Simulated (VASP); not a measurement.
Input of a VASP 6.6.1 run:

File POSCAR:

```
GaN
1.0
    3.2594996520      0.0000000000      0.0000000000
   -1.6297498260      2.8228095022      0.0000000000
    0.0000000000      0.0000000000      5.1660000000
Ga N
2 2
Direct
    0.3333333333      0.6666666667      0.0000000000
    0.6666666667      0.3333333333      0.5000000000
    0.3333333333      0.6666666667      0.3750000000
    0.6666666667      0.3333333333      0.8750000000
```

Contents of INCAR.step1:

```
PREC = Accurate
ENCUT = 520
ISMEAR = 0
SIGMA = 0.05
LREAL = False
LASPH = True
NELM = 80
NBANDS = 26
GGA = PE
ALGO = Normal
EDIFF = 1E-4
LWAVE = True
LCHARG = False
```

File INCAR.step2:

```
PREC = Accurate
ENCUT = 520
EDIFF = 1E-6
ISMEAR = 0
SIGMA = 0.05
LREAL = False
LASPH = True
NELM = 80
ALGO = Normal
ISIF = 2
LWAVE = False
LCHARG = False
METAGGA = R2SCAN
LMIXTAU = True
NBANDS = 26
ISTART = 1
```

The input KPOINTS:

```
Automatic mesh
0
Gamma
  12 12 6
```

Potentials or basis: VASP PAW PBE potentials, release 64 (Ga_d, N).

Launch:

```sh
$ cat potpaw_PBE.64/Ga_d/POTCAR potpaw_PBE.64/N/POTCAR > POTCAR
$ cp INCAR.step1 INCAR
$ mpirun -np 1 vasp_std > vasp.out
$ cp INCAR.step2 INCAR
$ mpirun -np 1 vasp_std > vasp.out
```

(1) What does it give for the largest force?

(2) What does it give for the band gap on the k mesh?

(3) Predict the pressure.

Answers

(1) 0.364 eV/Å.

(2) 2.07 eV, direct.

(3) -6.7 GPa.

Caveat: the cell differs from its parent crystal (strain +0.025 along x and y, +0.000 along z); the PAW data sets were made with another functional, which shifts forces and pressure a little.
